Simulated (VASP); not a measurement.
Write the native input for VASP 6.6.1 that does the following.

* Task: single point
* Functional: r2SCAN
* Potentials or basis: VASP PAW PBE potentials, release 64 (F, Br, Li_sv)
* Cutoff: 520 eV
* k mesh: 8 × 8 × 8
* Occupations: gaussian, width 0.01 eV
* Spin: no spin polarisation
* Dipole correction: no
* Further INCAR settings: ALGO = Normal; EDIFF = 1e-07; NBANDS = 18

Crystal: Li2BrF.

```
F Br Li
1.0
     1.73538    1.00192    5.46846
    -1.73538    1.00192    5.46846
     0.00000   -2.00384    5.46846
F Br Li
1 1 2
Cartesian
  1.7354 1.0019 5.4685
  0.0000 0.0000 8.2027
  0.0000 0.0000 4.3806
  0.0000 0.0000 12.0248
```

The input as run:

POSCAR

```
Li2BrF
1.0
    1.7353772104      1.0019204996      5.4684601406
   -1.7353772104      1.0019204996      5.4684601406
    0.0000000000     -2.0038409992      5.4684601406
F Br Li
1 1 2
Direct
    1.0000000000      0.0000000000      0.0000000000
    0.5000000000      0.5000000000      0.5000000000
    0.2670198433      0.2670198433      0.2670198433
    0.7329801567      0.7329801567      0.7329801567
```

INCAR.step1

```
ALGO = Normal ; EDIFF = 1E-4
ENCUT = 520 ; GGA = PE
ISMEAR = 0 ; LASPH = T
LCHARG = F ; LREAL = F
LWAVE = T ; NBANDS = 18
NELM = 60 ; PREC = Accurate
SIGMA = 0.01
```

INCAR.step2

```
ALGO = Normal ; EDIFF = 1E-7
ENCUT = 520 ; ISIF = 2
ISMEAR = 0 ; ISTART = 1
LASPH = T ; LCHARG = F
LMIXTAU = T ; LREAL = F
LWAVE = F ; METAGGA = R2SCAN
NBANDS = 18 ; NELM = 60
PREC = Accurate ; SIGMA = 0.01
```

KPOINTS

```
k-points
0
Gamma
  8 8 8
```

Potentials or basis: VASP PAW PBE potentials, release 64 (F, Br, Li_sv).

The run is started by

```console
$ cat potpaw_PBE.64/F/POTCAR potpaw_PBE.64/Br/POTCAR potpaw_PBE.64/Li_sv/POTCAR > POTCAR
$ cp INCAR.step1 INCAR
$ mpirun -np 1 vasp_std > vasp.out
$ cp INCAR.step2 INCAR
$ mpirun -np 1 vasp_std > vasp.out
```

It gave:

```yaml
Largest_force: 0.014 eV/Å
Band_gap_on_the_k_mesh: 4.16 eV, direct
```

Caveat: the PAW data sets were made with another functional, which shifts forces and pressure a little.

It took 12 min on 1 thread of Intel(R) Xeon(R) Platinum 8375C CPU @ 2.90GHz (Ice Lake), with other jobs on the host, peak memory 0.39 GiB.
